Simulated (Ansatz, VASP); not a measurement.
# One calculation of V, two programs

INCAR

```
SYSTEM = V
PREC = Accurate
ENCUT = 500
EDIFF = 1E-7
ISMEAR = 0
SIGMA = 0.05
LREAL = .False.
LASPH = .True.
NELM = 120
ALGO = Normal
ISIF = 3
LWAVE = .False.
LCHARG = .False.
IBRION = 2
NSW = 50
EDIFFG = -0.01
GGA_COMPAT = .False.
NELMIN = 4
```

The input KPOINTS:

```
regular mesh
0
Gamma
  22 22 22
  0 0 0
```

File POSCAR:

```
V
1.0
   -1.4629224988      1.4629224988      1.4629224988
    1.4629224988     -1.4629224988      1.4629224988
    1.4629224988      1.4629224988     -1.4629224988
V
1
Direct
    0.0000000000      0.0000000000      0.0000000000
```

Input for Ansatz:

```yaml
crystal:
  lattice:
    - [-1.4629224988, 1.4629224988, 1.4629224988]
    - [1.4629224988, -1.4629224988, 1.4629224988]
    - [1.4629224988, 1.4629224988, -1.4629224988]
  atoms:
    - { symbol: V, position: [0.0, 0.0, 0.0] }
basis:
  ecutwfc: 420
  ecutrho_ratio: 4
kpoints:
  mp_grid: { grid: [22, 22, 22] }
hamiltonian:
  xc: lda
scf:
  occupations: { method: gaussian, width: 0.05 }
output:
  forces: true
  stress: true
  eigenvalues: true
relax:
  f_tol: 0.01
  max_steps: 30
  cell: { stress_tol: 0.05 }
```

Alike in both runs: task relaxation of cell and atoms; functional LDA; k mesh 22 × 22 × 22; occupations gaussian, width 0.05 eV; no spin polarisation.

|  | VASP | Ansatz |
| --- | --- | --- |
| version | VASP 6.6.1 | Ansatz 0.2.0 |
| potentials or method | VASP PAW LDA potentials, release 64 (V_sv), cutoff 500 eV | scalar-relativistic, plane waves, PAW |
| valence electrons in the cell | 13 | 13 |

|  | VASP | Ansatz | Ansatz less VASP |
| --- | --- | --- | --- |
| gap on the k mesh at the Fermi level, each at its own relaxed structure (eV) | none | none | - |
| relaxed volume (Å³/atom) | 12.55 | 12.52 | -0.027 |
| relaxed cell length with the largest relative difference (Å) | 2.535 | 2.534 | -0.0018 |

LDA's correlation is that of Perdew and Zunger in VASP and of Perdew and Wang (1992) in Ansatz. A gap of «none» marks a metal or a gap that the smearing closes.
